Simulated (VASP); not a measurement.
# Si3H2C4 in VASP: notebook

The runs below take Si3H2C4 through single point, with LDA.

Program: VASP 6.6.1. These are calculated values, not measurements. Logs are shortened: lines on timing, memory, paths and dates and some standing lists are left out, and cuts for length are marked.

**1. The cell of the first run**

The cell holds a slab with vacuum, 18 atoms: a = 6.122 Å, b = 3.061 Å, c = 19.996 Å, α = 90.00°, β = 90.00°, γ = 90.00°.

**2. Single point, LDA**

Input file INCAR:

```
  PREC = Accurate
  ENCUT = 520
  EDIFF = 1E-7
  ISMEAR = 0
  SIGMA = 0.05
  LREAL = Auto
  LASPH = T
  NELM = 80
  ALGO = Normal
  ISIF = 2
  LWAVE = F
  LCHARG = F
  LDIPOL = T
  IDIPOL = 3
  DIPOL = 0.5 0.5 0.348
  NBANDS = 45
```

Input file KPOINTS:

```
regular mesh
0
Gamma
  4 8 1
```

Input file POSCAR:

```
Si3H2C4
1.0
    6.1223116280      0.0000000000      0.0000000000
    0.0000000000      3.0611558140      0.0000000000
    0.0000000000      0.0000000000     19.9960979072
C Si H
8 6 4
Direct
    0.5000000000      0.5000000000      0.2326656844
    0.0000000000      0.5000000000      0.2326656844
    0.7500000000      0.0000000000      0.3409150060
    0.2500000000      0.0000000000      0.3409150060
   -0.0097199906      0.5000000000      0.4554728748
    0.5076956721      0.5000000000      0.4355807738
    0.3898076318      0.0000000000      0.5244237357
    0.6060351794      0.0000000000      0.5459779411
    0.2500000000      0.5000000000      0.2867903452
    0.7500000000      0.5000000000      0.2867903452
    0.5020998893      0.0000000000      0.3885262677
   -0.0053331653      0.0000000000      0.3972640968
    0.7157681821      0.5000000000      0.5052562048
    0.2672326514      0.5000000000      0.4938089600
    0.5000000000      0.2236746754      0.1987605550
    0.5000000000      0.7763253246      0.1987605550
    0.0000000000      0.7759774367      0.1986431602
    0.0000000000      0.2240225633      0.1986431602
```

Potentials or basis: VASP PAW LDA potentials, release 64 (C, Si, H).

The run is started by

```
cat potpaw_LDA.64/C/POTCAR potpaw_LDA.64/Si/POTCAR potpaw_LDA.64/H/POTCAR > POTCAR
mpirun -np 1 vasp_std > vasp.out
```

OUTCAR:

```text
PREC = Accurate
   ENCUT = 520
   EDIFF = 1E-7
   ISMEAR = 0
   LREAL = Auto
   LASPH = T
   NELM = 80
   ISIF = 2

 ion  position               nearest neighbor table
   1  0.500  0.500  0.233-  15 1.08  16 1.08   9 1.87  10 1.87
   2  0.000  0.500  0.233-  17 1.08  18 1.08   9 1.87  10 1.87
   3  0.750  0.000  0.341-  11 1.79  12 1.87  10 1.87  10 1.87
   4  0.250  0.000  0.341-  11 1.81   9 1.87   9 1.87  12 1.93
   5  0.990  0.500  0.455-  14 1.86  12 1.92  12 1.92  13 1.95
   6  0.508  0.500  0.436-  11 1.80  11 1.80  14 1.88  13 1.89
   7  0.390  0.000  0.524-   8 1.39  14 1.81  14 1.81  13 2.54  13 2.54
   8  0.606  0.000  0.546-   7 1.39  13 1.86  13 1.86
   9  0.250  0.500  0.287-   4 1.87   4 1.87   1 1.87   2 1.87  11 2.98  11 2.98  10 3.06  10 3.06
                            12 3.11  12 3.11
  10  0.750  0.500  0.287-   3 1.87   3 1.87   1 1.87   2 1.87  11 2.96  11 2.96   9 3.06   9 3.06
                            12 3.08  12 3.08
  11  0.502  0.000  0.389-   3 1.79   6 1.80   6 1.80   4 1.81  10 2.96  10 2.96  14 2.97  14 2.97
                             9 2.98   9 2.98  12 3.02  13 3.08  13 3.08  12 3.11
  12  0.995  0.000  0.397-   3 1.87   5 1.92   5 1.92   4 1.93  14 2.98  14 2.98  11 3.02  10 3.08
                            10 3.08   9 3.11   9 3.11  11 3.11
  13  0.716  0.500  0.505-   8 1.86   8 1.86   6 1.89   5 1.95   7 2.54   7 2.54  14 2.76  11 3.08
                            11 3.08
  14  0.267  0.500  0.494-   7 1.81   7 1.81   5 1.86   6 1.88  13 2.76  11 2.97  11 2.97  12 2.98
                            12 2.98
  15  0.500  0.224  0.199-   1 1.08
  16  0.500  0.776  0.199-   1 1.08
  17  0.000  0.776  0.199-   2 1.08
  18  0.000  0.224  0.199-   2 1.08

  LATTYP: Found a simple orthorhombic cell.
 ALAT       =     3.0611558140
 B/A-ratio  =     2.0000000000
 C/A-ratio  =     6.5322051938

  Lattice vectors:

 A1 = (   0.0000000000,  -3.0611558140,   0.0000000000)
 A2 = (   6.1223116280,   0.0000000000,   0.0000000000)
 A3 = (   0.0000000000,   0.0000000000,  19.9960979072)

Analysis of symmetry for initial positions (statically):
=====================================================================
 Subroutine PRICEL returns:
 Original cell was already a primitive cell.

 Routine SETGRP: Setting up the symmetry group for a
 simple orthorhombic supercell.

 Subroutine GETGRP returns: Found  2 space group operations
 (whereof  2 operations were pure point group operations)
 out of a pool of  8 trial point group operations.

The static configuration has the point symmetry C_1h.

Analysis of symmetry for dynamics (positions and initial velocities):
=====================================================================
 Subroutine PRICEL returns:
 Original cell was already a primitive cell.

 Routine SETGRP: Setting up the symmetry group for a
 simple orthorhombic supercell.

 Subroutine GETGRP returns: Found  2 space group operations
 (whereof  2 operations were pure point group operations)
 out of a pool of  8 trial point group operations.

The dynamic configuration has the point symmetry C_1h.

 Subroutine INISYM returns: Found  2 space group operations
 (whereof  2 operations are pure point group operations),
 and found     1 'primitive' translations

----------------------------------------------------------------------------------------

                                     Primitive cell

  volume of cell :     374.7539

  direct lattice vectors                    reciprocal lattice vectors
     6.122311628  0.000000000  0.000000000     0.163336998  0.000000000  0.000000000
     0.000000000  3.061155814  0.000000000     0.000000000  0.326673995  0.000000000
     0.000000000  0.000000000 19.996097907     0.000000000  0.000000000  0.050009757

  length of vectors
     6.122311628  3.061155814 19.996097907     0.163336998  0.326673995  0.050009757

  position of ions in fractional coordinates (direct lattice)
     0.500000000  0.500000000  0.232665684
     0.000000000  0.500000000  0.232665684
     0.750000000  0.000000000  0.340915006
     0.250000000  0.000000000  0.340915006
     0.990280009  0.500000000  0.455472875
     0.507695672  0.500000000  0.435580774
[... 10 lines left out ...]
     0.000000000  0.775977437  0.198643160
     0.000000000  0.224022563  0.198643160

  ion indices of the primitive-cell ions
   primitive index   ion index
                 1           1
                 2           2
                 3           3
                 4           4
                 5           5
                 6           6
[... 10 lines left out ...]
                17          17
                18          18

----------------------------------------------------------------------------------------

 KPOINTS: regular mesh

Automatic generation of k-mesh.
 Grid dimensions read from file:
 generate k-points for:    4    8    1

 Generating k-lattice:

  Cartesian coordinates                     Fractional coordinates (reciprocal lattice)
     0.040834249  0.000000000  0.000000000     0.250000000  0.000000000  0.000000000
     0.000000000  0.040834249  0.000000000     0.000000000  0.125000000  0.000000000
     0.000000000  0.000000000  0.050009757     0.000000000  0.000000000  1.000000000

  Length of vectors
     0.040834249  0.040834249  0.050009757

  Shift w.r.t. Gamma in fractional coordinates (k-lattice)
     0.000000000  0.000000000  0.000000000

 Subroutine IBZKPT returns following result:
 ===========================================

 Found     15 irreducible k-points:

 Following reciprocal coordinates:
            Coordinates               Weight
  0.000000  0.000000  0.000000      1.000000
  0.250000  0.000000  0.000000      2.000000
  0.500000  0.000000  0.000000      1.000000
  0.000000  0.125000  0.000000      2.000000
  0.250000  0.125000  0.000000      4.000000
  0.500000  0.125000  0.000000      2.000000
  0.000000  0.250000  0.000000      2.000000
  0.250000  0.250000  0.000000      4.000000
  0.500000  0.250000  0.000000      2.000000
  0.000000  0.375000  0.000000      2.000000
  0.250000  0.375000  0.000000      4.000000
  0.500000  0.375000  0.000000      2.000000
  0.000000  0.500000  0.000000      1.000000
  0.250000  0.500000  0.000000      2.000000
  0.500000  0.500000  0.000000      1.000000
   k-points           NKPTS =     15   k-points in BZ     NKDIM =     15   number of bands    NBANDS=     45
   number of dos      NEDOS =    301   number of ions     NIONS =     18
   total plane-waves  NPLWV = 172800
   dimension x,y,z NGX =    48 NGY =   24 NGZ =  150
   dimension x,y,z NGXF=    96 NGYF=   48 NGZF=  300
   ions per type =               8   6   4
   NGX,Y,Z   is equivalent  to a cutoff of  13.03, 13.03, 12.47 a.u.
   NGXF,Y,Z  is equivalent  to a cutoff of  26.07, 26.07, 24.94 a.u.
 SYSTEM =  unknown system
   PREC   = accura    normal or accurate (medium, high low for compatibility)
   ISTART =      0    job   : 0-new  1-cont  2-samecut
   ICHARG =      2    charge: 1-file 2-atom 10-const
   ISPIN  =      1    spin polarized calculation?
   LNONCOLLINEAR =      F non collinear calculations
   LSORBIT =      F    spin-orbit coupling
   LASPH  =      T    aspherical Exc in radial PAW
   ENCUT  =  520.0 eV  38.22 Ry    6.18 a.u.  11.38  5.69 37.18*2*pi/ulx,y,z
   NELM   =     80;   NELMIN=  2; NELMDL= -5     # of ELM steps
   EDIFF  = 0.1E-06   stopping-criterion for ELM
   LREAL  =      T    real-space projection
   EDIFFG = 0.1E-05   stopping-criterion for IOM
   NSW    =      0    number of steps for IOM
   IBRION =     -1    ionic relax: 0-MD 1-quasi-New 2-CG
   NFREE  =      0    steps in history (QN), initial steepest desc. (CG)
   ISIF   =      2    stress and relaxation
   ISYM   =      2    0-nonsym 1-usesym 2-fastsym
   POTIM  = 0.5000    time-step for ionic-motion
   TEBEG  =    0.0;   TEEND  =   0.0 temperature during run
   PSTRESS=    0.0 pullay stress
   NELECT =      60.0000    total number of electrons
   NUPDOWN=      -1.0000    fix difference up-down
   EMIN   =  10.00;   EMAX   =-10.00  energy-range for DOS
   EFERMI =   0.00;   METHOD = LEGACY
   ISMEAR =     0;   SIGMA  =   0.05  broadening in eV -4-tet -1-fermi 0-gaus
   EFERMI_NEDOS =   21; number of points for ismear=-14 and -15
   IALGO  =     38    algorithm
   IMIX   =      4    mixing-type and parameters
     AMIX     =   0.40;   BMIX     =  1.00
     AMIX_MAG =   1.60;   BMIX_MAG =  1.00
  volume/ion in A,a.u.               =      20.82       140.50
  Fermi-wavevector in a.u.,A,eV,Ry     =   0.888948  1.679869 10.751721  0.790229
  Thomas-Fermi vector in A             =   2.010445
   LORBIT       =      0    0 simple, 1 ext, 2 COOP (PROOUT), +10 PAW based schemes
   GGA     = CA    functional components
   LHFCALC =     F    Hartree Fock is set to
   AEXX    =    0.0000 exact exchange contribution
   IVDW    =     0    specifies the selected vdW correction
   LEPSILON=     F    determine dielectric tensor
   LRPA    =     F    only Hartree local field effects (RPA)
 non-spin polarized calculation
 Gauss-broadening in eV      SIGMA  =   0.05
  energy-cutoff  :      520.00
  volume of cell :      374.75
 maximum number of plane-waves:     10115
 NGX is ok and might be reduce to    48
   NGX = 23   NGY = 11   NGZ = 75

 dipolmoment           0.000000      0.000000     -0.000104 electrons x Angstroem

 number of electron      60.0000001 magnetization

 dipolmoment           0.000000      0.000000      0.155080 electrons x Angstroem

 Free energy of the ion-electron system (eV)
  ---------------------------------------------------
  ext. energy  EPLUGINS =         0.00000000
  ---------------------------------------------------
  free energy    TOTEN  =      -128.78867137 eV

  energy without entropy =     -128.78855840  energy(sigma->0) =     -128.78861489

 E-fermi :   0.7986     XC(G=0):  -5.3116

 val. band max:        0.7156701762   @ k =   0.5000   0.0000   0.0000
 cond. band min:       0.8814309855   @ k =   0.0000   0.5000   0.0000
 fundamental gap:      0.1657608092
 Fermi energy:         0.7985506017

 k-point     1 :       0.0000    0.0000    0.0000
  band No.  band energies     occupation
      1     -16.1460      2.00000
      2     -14.9803      2.00000
      3     -13.5553      2.00000
      4     -12.6400      2.00000
      5     -12.4626      2.00000
      6     -12.4145      2.00000
[... 34 lines left out ...]
     41       5.7941      0.00000
     42       5.9026      0.00000

 k-point     2 :       0.2500    0.0000    0.0000
  band No.  band energies     occupation
      1     -16.0526      2.00000
      2     -14.8470      2.00000
      3     -13.7555      2.00000
      4     -13.3573      2.00000
      5     -12.7362      2.00000
      6     -11.9191      2.00000
[... 34 lines left out ...]
     41       5.8940      0.00000
     42       6.1336      0.00000

 k-point     3 :       0.5000    0.0000    0.0000
  band No.  band energies     occupation
      1     -15.9410      2.00000
      2     -14.5068      2.00000
      3     -14.3850      2.00000
      4     -13.4174      2.00000
      5     -12.9611      2.00000
      6     -11.9391      2.00000
[... 491 lines left out ...]
      3     -12.2690      2.00000
      4     -12.1964      2.00000
      5     -11.2605      2.00000
      6     -11.0566      2.00000
[... 34 lines left out ...]
     41       6.2898      0.00000
     42       6.3644      0.00000

 k-point    15 :       0.5000    0.5000    0.0000
  band No.  band energies     occupation
      1     -13.7208      2.00000
      2     -12.2554      2.00000
      3     -11.8556      2.00000
      4     -11.8418      2.00000
      5     -11.7878      2.00000
      6     -11.6865      2.00000
[... 34 lines left out ...]
     41       5.9248      0.00000
     42       6.8922      0.00000
 [bands above 42 left out]

------------------------ aborting loop because EDIFF is reached ----------------------------------------

 vacuum level on the upper side and lower side of the slab       (xc-potential included)         0.619        -0.829

  FORCE on cell =-STRESS in cart. coord.  units (eV):
  Direction    XX          YY          ZZ          XY          YZ          ZX
  --------------------------------------------------------------------------------------
  -------------------------------------------------------------------------------------
  Total        0.2044283     19.1377265      5.1420049      0.0000000      0.0000000      0.0562056
  in kB        0.8739882     81.8191198     21.9835053      0.0000000      0.0000000      0.2402947
  external PRESSURE =      34.8922044 kB  Pullay stress =       0.0000000 kB

 VOLUME and BASIS-vectors are now :
 -----------------------------------------------------------------------------
  energy-cutoff  :      520.00
  volume of cell :      374.75
      direct lattice vectors                 reciprocal lattice vectors
     6.122311628  0.000000000  0.000000000     0.163336998  0.000000000  0.000000000
     0.000000000  3.061155814  0.000000000     0.000000000  0.326673995  0.000000000
     0.000000000  0.000000000 19.996097907     0.000000000  0.000000000  0.050009757

 POSITION                                       TOTAL-FORCE (eV/Angst)
 -----------------------------------------------------------------------------------
      3.06116      1.53058      4.65241         0.002794      0.000000      0.797724
      0.00000      1.53058      4.65241         0.001691      0.000000      0.560378
      4.59173      0.00000      6.81697         1.301311      0.000000     -1.305988
      1.53058      0.00000      6.81697        -1.323250      0.000000     -0.450430
      6.06280      1.53058      9.10768         0.006908      0.000000      0.018259
      3.10827      1.53058      8.70992         0.011725      0.000000     -0.026103
[... 10 lines left out ...]
      0.00000      2.37539      3.97209         0.004728      0.036243     -0.032680
      0.00000      0.68577      3.97209         0.004728     -0.036243     -0.032680
 -----------------------------------------------------------------------------------
    total drift:                               -0.011973     -0.000000     -0.017998

  FREE ENERGIE OF THE ION-ELECTRON SYSTEM (eV)
  ---------------------------------------------------
  free  energy   TOTEN  =      -128.7886713745 eV

  energy  without entropy=     -128.7885583998  energy(sigma->0) =     -128.78861489

 vacuum level on the upper side and lower side of the slab         5.721         4.233
```

Run time: 9.9 min. Hardware: 1 thread of Intel Xeon 6975P-C, shared host; peak memory 0.42 GiB.

Results:

| Property | Result |
| --- | --- |
| Free energy | -128.7887 eV |
| Largest force | 3.569 eV/Å |
| Band gap on the k mesh | 0.17 eV, indirect (least direct gap 0.82 eV) |

Forces on the atoms (eV/Å):
```
C    0.003  0.000  0.798
C    0.002  0.000  0.560
C    1.301  0.000 -1.306
C   -1.323  0.000 -0.450
C    0.007  0.000  0.018
C    0.012  0.000 -0.026
C   -0.065  0.000  3.568
C    0.081  0.000 -1.656
Si  -0.545  0.000 -0.685
Si   0.543  0.000 -0.723
Si   0.014  0.000  0.001
Si   0.003  0.000 -0.001
Si   0.005  0.000 -0.004
Si  -0.042  0.000  0.023
H   -0.002 -0.034 -0.026
H   -0.002  0.034 -0.026
H    0.005  0.036 -0.033
H    0.005 -0.036 -0.033
```

**3. Single point, LDA**

Input file INCAR:

```
  ALGO = Normal
  DIPOL = 0.5 0.5 0.347
  EDIFF = 1E-7
  ENCUT = 520
  IDIPOL = 3
  ISIF = 2
  ISMEAR = 0
  LASPH = True
  LCHARG = False
  LDIPOL = True
  LREAL = Auto
  LWAVE = False
  NBANDS = 45
  NELM = 100
  PREC = Accurate
  SIGMA = 0.05
```

Input file KPOINTS:

```
k-points
0
Gamma
  4 8 1
```

Input file POSCAR:

```
Si3H2C4
1.0
    6.1223116280      0.0000000000      0.0000000000
    0.0000000000      3.0611558140      0.0000000000
    0.0000000000      0.0000000000     19.9960979072
C Si H
8 6 4
Direct
    0.5000000000      0.5000000000      0.2326656844
    0.0000000000      0.5000000000      0.2326656844
    0.7500000000      0.0000000000      0.3409150060
    0.2500000000      0.0000000000      0.3409150060
   -0.0061346893      0.5000000000      0.4539015950
    0.5054835975      0.5000000000      0.4337448102
    0.3897638829      0.0000000000      0.5244237357
    0.6101150013      0.0000000000      0.5386765165
    0.2500000000      0.5000000000      0.2867903452
    0.7500000000      0.5000000000      0.2867903452
    0.5014482658      0.0000000000      0.3876205905
   -0.0033168687      0.0000000000      0.3962586350
    0.7200892570      0.5000000000      0.5006329341
    0.2692799739      0.5000000000      0.4933831026
    0.5000000000      0.2236746754      0.1987605550
    0.5000000000      0.7763253246      0.1987605550
    0.0000000000      0.7759774367      0.1986431602
    0.0000000000      0.2240225633      0.1986431602
```

Potentials or basis: VASP PAW LDA potentials, release 64 (C, Si, H).

The run is started by

```
cat potpaw_LDA.64/C/POTCAR potpaw_LDA.64/Si/POTCAR potpaw_LDA.64/H/POTCAR > POTCAR
mpirun -np 1 vasp_std > vasp.out
```

Run time: 10 min. Hardware: 1 thread of Intel Xeon 6975P-C, shared host; peak memory 0.42 GiB.

Results (log left out):

```yaml
Free_energy: -128.9412 eV
Largest_force: 2.995 eV/Å
Band_gap_on_the_k_mesh: 0.28 eV, indirect (least direct gap 0.99 eV)
```

Forces in eV/Å, atoms in the order of the input:
```
C    0.001  0.000  0.798
C    0.001  0.000  0.550
C    1.437  0.000 -1.460
C   -1.427  0.000 -0.863
C   -0.004  0.000  0.019
C   -0.014  0.000 -0.023
C   -0.076  0.000  2.994
C    0.050  0.000 -0.410
Si  -0.557  0.000 -0.744
Si   0.558  0.000 -0.766
Si  -0.014  0.000  0.003
Si   0.004  0.000 -0.002
Si   0.036  0.000  0.012
Si   0.002  0.000  0.011
H   -0.002 -0.034 -0.025
H   -0.002  0.034 -0.025
H    0.003  0.037 -0.035
H    0.003 -0.037 -0.035
```

Levels at points of the mesh, in eV from the valence-band top:
```tsv
k point	band 28	band 29	band 30	band 31	band 32	band 33
(0.00, 0.00, 0.00)	-1.30	-1.12	-0.25	0.98	1.59	2.91
(0.50, 0.00, 0.00)	-1.37	-1.10	0.00	0.99	2.57	3.13
(0.00, 0.50, 0.00)	-2.03	-1.76	-1.44	0.28	1.84	3.09
(0.50, 0.50, 0.00)	-2.61	-2.17	-1.69	0.87	2.64	3.00
```
